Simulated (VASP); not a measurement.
Ge: single point with PBE

The system is Ge.

```
Ge
1.0
    -2.57449    2.57449    1.39741
     2.57449   -2.57449    1.39741
     2.57449    2.57449   -1.39741
Ge
2
Direct
  0.50000 0.50000 0.00000
  0.25000 0.75000 0.50000
```

| Property | Result |
| --- | --- |
| Program | VASP 6.6.1 |
| Task | single point |
| Functional | PBE |
| Potentials or basis | VASP PAW PBE potentials, release 64 (Ge_d) |
| Cutoff | 520 eV |
| k mesh | 11 × 11 × 11 |
| Occupations | gaussian, width 0.024 eV |
| Spin | no spin polarisation |

```json
{
  "Pressure": "3.1 GPa",
  "Band gap on the k mesh": "zero (bands 14 and 15 overlap by 4.71 eV)"
}
```

Stress tensor (GPa, compression positive):
```
2.95 0.00 0.00
0.00 2.95 0.00
0.00 0.00 3.40
```

Levels at points of the mesh, in eV from the Fermi level:
```tsv
k point	band 11	band 12	band 13	band 14	band 15	band 16	band 17	band 18
(0.00, 0.00, 0.00)	-13.35	-4.11	-2.39	-2.39	3.24	7.56	7.56	8.11
```

Wall time 2.7 min on 1 thread of AMD EPYC 7R13, on a shared host, peak memory 0.19 GiB.

Caveat: the cell stands under pressure.
